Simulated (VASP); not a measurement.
Input of a VASP 6.6.1 run:

The input INCAR:

```
PREC = Accurate ; ENCUT = 520
EDIFF = 1E-7 ; ISMEAR = 0
SIGMA = 0.05 ; LREAL = False
LASPH = True ; NELM = 100
ALGO = Fast ; ISIF = 2
LWAVE = False ; LCHARG = False
GGA = PE ; NBANDS = 10
```

File KPOINTS:

```
regular mesh
0
Gamma
  6 6 6
```

POSCAR

```
Na
1.0
    0.0000000000      2.6498349169      2.6498349169
    2.6498349169      0.0000000000      2.6498349169
    2.6498349169      2.6498349169      0.0000000000
Na
1
Direct
    0.0000000000      0.0000000000      0.0000000000
```

Potentials or basis: VASP PAW PBE potentials, release 64 (Na_pv).

Command:

```console
$ cat potpaw_PBE.64/Na_pv/POTCAR > POTCAR
$ mpirun -np 1 vasp_std > vasp.out
```

(1) Estimate the pressure.

## Answers

(1) 0.0 GPa.
